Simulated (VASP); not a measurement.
# SnW (Pm-3m) in VASP: a series of runs

The runs below take SnW through single point, relaxation of cell and atoms, with PBE.

Program: VASP 6.6.1. These are calculated values, not measurements. Logs are shortened: lines on timing, memory, paths and dates and some standing lists are left out, and cuts for length are marked.

### 1 The cell of the first run

Symmetry: Pm-3m, No. 221, cubic system. Conventional cell: a = 3.591 Å, b = 3.591 Å, c = 3.591 Å, α = 90.00°, β = 90.00°, γ = 90.00°. Within 4.1 Å of Sn (site symmetry m-3m) lie 8 W at 3.11 Å and 6 Sn at 3.59 Å. Within 4.1 Å of W (site symmetry m-3m) lie 8 Sn at 3.11 Å and 6 W at 3.59 Å.

The cell was generated, and may not be a known phase.

### 2 Single point, PBE

INCAR

```
PREC = Accurate
ENCUT = 520
EDIFF = 1E-7
ISMEAR = 0
SIGMA = 0.1
LREAL = F
LASPH = T
NELM = 100
ALGO = Normal
ISIF = 2
LWAVE = F
LCHARG = T
GGA = PE
LELF = T
LVHAR = T
NBANDS = 21
```

KPOINTS

```
Automatic mesh
0
Gamma
  6 6 6
```

POSCAR

```
SnW
1.0
    3.5914424700      0.0000000000      0.0000000000
    0.0000000000      3.5914424700      0.0000000000
    0.0000000000      0.0000000000      3.5914424700
Sn W
1 1
Direct
    0.0000000000      0.0000000000      0.0000000000
    0.5000000000      0.5000000000      0.5000000000
```

Potentials or basis: VASP PAW PBE potentials, release 64 (Sn_d, W_sv).

Started as:

```console
> cat potpaw_PBE.64/Sn_d/POTCAR potpaw_PBE.64/W_sv/POTCAR > POTCAR
> mpirun -np 1 vasp_std > vasp.out
```

OUTCAR:

```text
PREC = Accurate
   ENCUT = 520
   EDIFF = 1E-7
   ISMEAR = 0
   LREAL = F
   LASPH = T
   NELM = 100
   ISIF = 2
   GGA = PE

 ion  position               nearest neighbor table
   1  0.000  0.000  0.000-   2 3.11   2 3.11   2 3.11   2 3.11   2 3.11   2 3.11   2 3.11   2 3.11

   2  0.500  0.500  0.500-   1 3.11   1 3.11   1 3.11   1 3.11   1 3.11   1 3.11   1 3.11   1 3.11

  LATTYP: Found a simple cubic cell.
 ALAT       =     3.5914424700

  Lattice vectors:

 A1 = (   3.5914424700,   0.0000000000,   0.0000000000)
 A2 = (   0.0000000000,   3.5914424700,   0.0000000000)
 A3 = (   0.0000000000,   0.0000000000,   3.5914424700)

Analysis of symmetry for initial positions (statically):
=====================================================================
 Subroutine PRICEL returns:
 Original cell was already a primitive cell.

 Routine SETGRP: Setting up the symmetry group for a
 simple cubic supercell.

 Subroutine GETGRP returns: Found 48 space group operations
 (whereof 48 operations were pure point group operations)
 out of a pool of 48 trial point group operations.

The static configuration has the point symmetry O_h .

Analysis of symmetry for dynamics (positions and initial velocities):
=====================================================================
 Subroutine PRICEL returns:
 Original cell was already a primitive cell.

 Routine SETGRP: Setting up the symmetry group for a
 simple cubic supercell.

 Subroutine GETGRP returns: Found 48 space group operations
 (whereof 48 operations were pure point group operations)
 out of a pool of 48 trial point group operations.

The dynamic configuration has the point symmetry O_h .

 Subroutine INISYM returns: Found 48 space group operations
 (whereof 48 operations are pure point group operations),
 and found     1 'primitive' translations

----------------------------------------------------------------------------------------

                                     Primitive cell

  volume of cell :      46.3241

  direct lattice vectors                    reciprocal lattice vectors
     3.591442470  0.000000000  0.000000000     0.278439654  0.000000000  0.000000000
     0.000000000  3.591442470  0.000000000     0.000000000  0.278439654  0.000000000
[... 74 lines left out ...]
   ISPIN  =      1    spin polarized calculation?
   LNONCOLLINEAR =      F non collinear calculations
   LSORBIT =      F    spin-orbit coupling
   LASPH  =      T    aspherical Exc in radial PAW
   ENCUT  =  520.0 eV  38.22 Ry    6.18 a.u.   6.68  6.68  6.68*2*pi/ulx,y,z
   NELM   =    100;   NELMIN=  2; NELMDL= -5     # of ELM steps
   EDIFF  = 0.1E-06   stopping-criterion for ELM
   LREAL  =      F    real-space projection
   EDIFFG = 0.1E-05   stopping-criterion for IOM
   NSW    =      0    number of steps for IOM
   IBRION =     -1    ionic relax: 0-MD 1-quasi-New 2-CG
   NFREE  =      0    steps in history (QN), initial steepest desc. (CG)
   ISIF   =      2    stress and relaxation
   ISYM   =      2    0-nonsym 1-usesym 2-fastsym
   POTIM  = 0.5000    time-step for ionic-motion
   TEBEG  =    0.0;   TEEND  =   0.0 temperature during run
   PSTRESS=    0.0 pullay stress
   NELECT =      28.0000    total number of electrons
   NUPDOWN=      -1.0000    fix difference up-down
   EMIN   =  10.00;   EMAX   =-10.00  energy-range for DOS
   EFERMI =   0.00;   METHOD = LEGACY
   ISMEAR =     0;   SIGMA  =   0.10  broadening in eV -4-tet -1-fermi 0-gaus
   EFERMI_NEDOS =   21; number of points for ismear=-14 and -15
   IALGO  =     38    algorithm
   IMIX   =      4    mixing-type and parameters
     AMIX     =   0.40;   BMIX     =  1.00
     AMIX_MAG =   1.60;   BMIX_MAG =  1.00
  volume/ion in A,a.u.               =      23.16       156.31
  Fermi-wavevector in a.u.,A,eV,Ry     =   1.384178  2.615717 26.068063  1.915949
  Thomas-Fermi vector in A             =   2.508707
   LORBIT       =      0    0 simple, 1 ext, 2 COOP (PROOUT), +10 PAW based schemes
   GGA     = PE    functional components
   LHFCALC =     F    Hartree Fock is set to
   AEXX    =    0.0000 exact exchange contribution
   IVDW    =     0    specifies the selected vdW correction
   LEPSILON=     F    determine dielectric tensor
   LRPA    =     F    only Hartree local field effects (RPA)
 non-spin polarized calculation
 Gauss-broadening in eV      SIGMA  =   0.10
  energy-cutoff  :      520.00
  volume of cell :       46.32
 maximum number of plane-waves:      1262
 NGX is ok and might be reduce to    28
   NGX = 13   NGY = 13   NGZ = 13

 number of electron      28.0000003 magnetization

 Free energy of the ion-electron system (eV)
  ---------------------------------------------------
  ext. energy  EPLUGINS =         0.00000000
  ---------------------------------------------------
  free energy    TOTEN  =       -14.38438694 eV

  energy without entropy =      -14.35836164  energy(sigma->0) =      -14.37137429

 E-fermi :   8.1754     XC(G=0): -11.3679

 val. band max:        8.1418177044   @ k =   0.5000   0.3333   0.1667
 cond. band min:       8.2170765874   @ k =   0.3333   0.3333   0.1667
 fundamental gap:      0.0752588830
 Fermi energy:         8.1753916273

 k-point     1 :       0.0000    0.0000    0.0000
  band No.  band energies     occupation
      1     -66.1782      2.00000
      2     -30.2747      2.00000
      3     -30.2747      2.00000
      4     -30.2747      2.00000
      5     -12.9201      2.00000
      6     -12.9201      2.00000
[... 469 lines left out ...]
     20      13.6612      0.00000
     21      13.6612      0.00000

------------------------ aborting loop because EDIFF is reached ----------------------------------------

  FORCE on cell =-STRESS in cart. coord.  units (eV):
  Direction    XX          YY          ZZ          XY          YZ          ZX
  --------------------------------------------------------------------------------------
  -------------------------------------------------------------------------------------
  Total       -6.3027574     -6.3027574     -6.3027574      0.0000000      0.0000000     -0.0000000
  in kB     -217.9889275   -217.9889275   -217.9889275      0.0000000      0.0000000     -0.0000000
  external PRESSURE =    -217.9889275 kB  Pullay stress =       0.0000000 kB

 VOLUME and BASIS-vectors are now :
 -----------------------------------------------------------------------------
  energy-cutoff  :      520.00
  volume of cell :       46.32
      direct lattice vectors                 reciprocal lattice vectors
     3.591442470  0.000000000  0.000000000     0.278439654  0.000000000  0.000000000
     0.000000000  3.591442470  0.000000000     0.000000000  0.278439654  0.000000000
     0.000000000  0.000000000  3.591442470     0.000000000  0.000000000  0.278439654

 POSITION                                       TOTAL-FORCE (eV/Angst)
 -----------------------------------------------------------------------------------
      0.00000      0.00000      0.00000         0.000000      0.000000      0.000000
      1.79572      1.79572      1.79572         0.000000      0.000000      0.000000
 -----------------------------------------------------------------------------------
    total drift:                                0.000000      0.000000      0.000000

  FREE ENERGIE OF THE ION-ELECTRON SYSTEM (eV)
  ---------------------------------------------------
  free  energy   TOTEN  =       -14.3843869363 eV

  energy  without entropy=      -14.3583616428  energy(sigma->0) =      -14.37137429
```

OSZICAR:

```text
N       E                     dE             d eps       ncg     rms          rms(c)
DAV:   1     0.260354339505E+03    0.26035E+03   -0.15522E+04   903   0.186E+03
DAV:   2     0.325629260535E+01   -0.25710E+03   -0.25024E+03   875   0.486E+02
DAV:   3    -0.148763352910E+02   -0.18133E+02   -0.17260E+02   951   0.116E+02
DAV:   4    -0.154161909981E+02   -0.53986E+00   -0.53734E+00   963   0.199E+01
DAV:   5    -0.154320281819E+02   -0.15837E-01   -0.15835E-01  1118   0.366E+00    0.102E+01
DAV:   6    -0.144780850172E+02    0.95394E+00   -0.38167E+00   885   0.114E+01    0.166E+00
DAV:   7    -0.144020026253E+02    0.76082E-01   -0.23121E-01  1015   0.459E+00    0.138E+00
DAV:   8    -0.143850490256E+02    0.16954E-01   -0.49793E-02  1015   0.223E+00    0.230E-01
DAV:   9    -0.143844157453E+02    0.63328E-03   -0.28360E-03  1000   0.680E-01    0.103E-01
DAV:  10    -0.143843824565E+02    0.33289E-04   -0.24973E-04   990   0.172E-01    0.393E-02
DAV:  11    -0.143843878837E+02   -0.54272E-05   -0.20305E-05  1027   0.496E-02    0.153E-02
DAV:  12    -0.143843871727E+02    0.71096E-06   -0.22280E-06   928   0.959E-03    0.170E-03
DAV:  13    -0.143843870008E+02    0.17192E-06   -0.12119E-07   675   0.316E-03    0.503E-04
DAV:  14    -0.143843869363E+02    0.64556E-07   -0.64393E-09   485   0.101E-03
   1 F= -.14384387E+02 E0= -.14371374E+02  d E =-.260253E-01
```

Run time: 28 s. Hardware: 1 thread of Intel Xeon 8259CL, shared host; peak memory 0.16 GiB.

What came out:

```yaml
Free_energy: -14.3844 eV
Pressure: -21.8 GPa
Band_gap_on_the_k_mesh: zero (bands 14 and 15 overlap by 2.10 eV)
```

Levels at points of the mesh, in eV from the Fermi level:
```
           k point  band 10  band 11  band 12  band 13  band 14  band 15  band 16  band 17  band 18  band 19
(0.00, 0.00, 0.00)   -10.15    -1.88    -1.88     0.81     0.81     0.81     2.01     2.01     2.01     4.07
(0.50, 0.00, 0.00)    -7.67    -5.94    -1.52    -1.15    -1.15     0.85     1.75     6.88     6.90     7.09
(0.50, 0.50, 0.00)    -6.90    -2.78    -2.78    -2.38    -0.11    -0.11     1.82     2.26     2.45     4.90
(0.50, 0.50, 0.50)    -4.19    -3.79    -3.79    -3.79     1.89     1.89     2.53     2.53     2.53     3.43
```

Caveat: the cell stands under tension; spin-orbit coupling is left out, which moves the levels of the heavy elements.

### 3 Single point, PBE

This run uses another cell than the first one, of 18.48 Å³/atom.

INCAR

```
PREC = Accurate ; ENCUT = 520
EDIFF = 1E-6 ; ISMEAR = 0
SIGMA = 0.1 ; LREAL = False
LASPH = True ; NELM = 80
ALGO = Fast ; ISIF = 2
LWAVE = False ; LCHARG = False
GGA = PE ; NBANDS = 21
```

KPOINTS

```
Automatic mesh
0
Gamma
  16 16 16
```

POSCAR

```
SnW
1.0
    3.3307943660      0.0000000000      0.0000000000
    0.0000000000      3.3307943660      0.0000000000
    0.0000000000      0.0000000000      3.3307943660
Sn W
1 1
Direct
    0.0000000000      0.0000000000      0.0000000000
    0.5000000000      0.5000000000      0.5000000000
```

Potentials or basis: VASP PAW PBE potentials, release 64 (Sn_d, W_sv).

Started as:

```console
> cat potpaw_PBE.64/Sn_d/POTCAR potpaw_PBE.64/W_sv/POTCAR > POTCAR
> mpirun -np 1 vasp_std > vasp.out
```

Run time: 3.8 min. Hardware: 1 thread of Intel Xeon 8259CL, shared host; peak memory 0.25 GiB.

The run converged. Its results:

```yaml
Free_energy: -15.2179 eV
Pressure: 0.1 GPa
Band_gap_on_the_k_mesh: zero (bands 14 and 15 overlap by 3.33 eV)
```

Levels at points of the mesh, in eV from the Fermi level:
```csv
k point,band 11,band 12,band 13,band 14,band 15,band 16,band 17,band 18
"(0.00, 0.00, 0.00)",-2.64,-2.64,1.17,1.17,1.17,2.39,2.39,2.39
"(0.50, 0.00, 0.00)",-7.24,-2.24,-1.59,-1.59,1.16,2.52,7.16,8.71
"(0.50, 0.50, 0.00)",-3.46,-3.46,-2.90,-0.13,-0.13,2.59,3.71,3.86
"(0.50, 0.50, 0.50)",-5.00,-5.00,-3.68,2.71,2.71,2.99,2.99,2.99
```

Caveat: spin-orbit coupling is left out, which moves the levels of the heavy elements.

### 4 Relaxation of cell and atoms, PBE

This run uses another cell than the first one, of 18.62 Å³/atom.

INCAR

```
ALGO = Fast ; EDIFF = 1E-6
EDIFFG = -0.01 ; ENCUT = 600
GGA = PE ; IBRION = 2
ISIF = 3 ; ISMEAR = 0
LASPH = T ; LCHARG = F
LREAL = F ; LWAVE = F
NELM = 60 ; NSW = 100
PREC = Accurate ; SIGMA = 0.1
```

KPOINTS

```
k-points
0
Gamma
  16 16 16
```

POSCAR

```
SnW
1.0
    3.3394030829      0.0000000000      0.0000000000
    0.0000000000      3.3394030829      0.0000000000
    0.0000000000      0.0000000000      3.3394030829
Sn W
1 1
Direct
    0.0000000000      0.0000000000      0.0000000000
    0.5000000000      0.5000000000      0.5000000000
```

Started as:

```console
> cat potpaw_PBE.64/Sn_d/POTCAR potpaw_PBE.64/W_sv/POTCAR > POTCAR
> mpirun -np 1 vasp_std > vasp.out
```

Wall time 5.6 min (1 thread of Intel Xeon 8259CL, shared host); peak memory 0.28 GiB.

It converged, with:

- Free energy: -15.2181 eV
- Relaxed volume: 18.49 Å³/atom
- Relaxed cell: a = 3.332 Å, b = 3.332 Å, c = 3.332 Å, α = 90.00°, β = 90.00°, γ = 90.00°
- Space group after relaxing (to 0.1 Å): Pm-3m (No. 221)
- Energy gained by relaxing: 0.5 meV/atom
- Ionic steps: 3
- Pressure after relaxing: 0.0 GPa
- Band gap on the k mesh: zero (bands 14 and 15 overlap by 3.33 eV)

Step by step:
| step | energy change (eV) | largest force (eV/Å) | pressure (GPa) | volume (Å³) |
| --- | --- | --- | --- | --- |
| 1 | 0.0000 | 0.0000 | -1.12 | 37.24 |
| 2 | 0.0019 | 0.0000 | 2.05 | 36.54 |
| 3 | -0.0009 | 0.0000 | 0.04 | 36.98 |

Final structure:
```xyz
2
Lattice="3.3318 0.0000 0.0000 0.0000 3.3318 0.0000 0.0000 0.0000 3.3318" Properties=species:S:1:pos:R:3 pbc="T T T"
Sn    0.0000    0.0000    0.0000
W     1.6659    1.6659    1.6659
```

Levels at points of the mesh, in eV from the Fermi level:
| k point | band 12 | band 13 | band 14 | band 15 | band 16 | band 17 |
| --- | --- | --- | --- | --- | --- | --- |
| (0.00, 0.00, 0.00) | -2.63 | 1.17 | 1.17 | 1.17 | 2.39 | 2.39 |
| (0.50, 0.00, 0.00) | -2.23 | -1.59 | -1.59 | 1.16 | 2.52 | 7.16 |
| (0.50, 0.50, 0.00) | -3.46 | -2.90 | -0.13 | -0.13 | 2.58 | 3.70 |
| (0.50, 0.50, 0.50) | -5.00 | -3.68 | 2.71 | 2.71 | 2.99 | 2.99 |

Caveat: spin-orbit coupling is left out, which moves the levels of the heavy elements.

### 5 Summary

| task | cell | k mesh | cutoff (eV) | gap on the mesh (eV) | pressure (GPa) |
| --- | --- | --- | --- | --- | --- |
| single point | a = 3.591 Å, 2 atoms | 6 × 6 × 6 | 520 | none | -21.8 |
| single point | a = 3.331 Å, 2 atoms | 16 × 16 × 16 | 520 | none | 0.1 |
| relaxation of cell and atoms | relaxed from a = 3.339 Å, 2 atoms | 16 × 16 × 16 | 600 | none | 0.0 |

Alike in all rows: level PBE; potentials or basis VASP PAW PBE potentials, release 64 (Sn_d, W_sv); no spin polarisation; smearing gaussian 0.1 eV.

Caveats: spin-orbit coupling is left out, which moves the levels of the heavy elements; the cell stands under tension (at least some runs).

Absolute energies hang on the potentials; compare differences alone.

The gap in the log of VASP goes by the Fermi energy; the results here count the filled bands.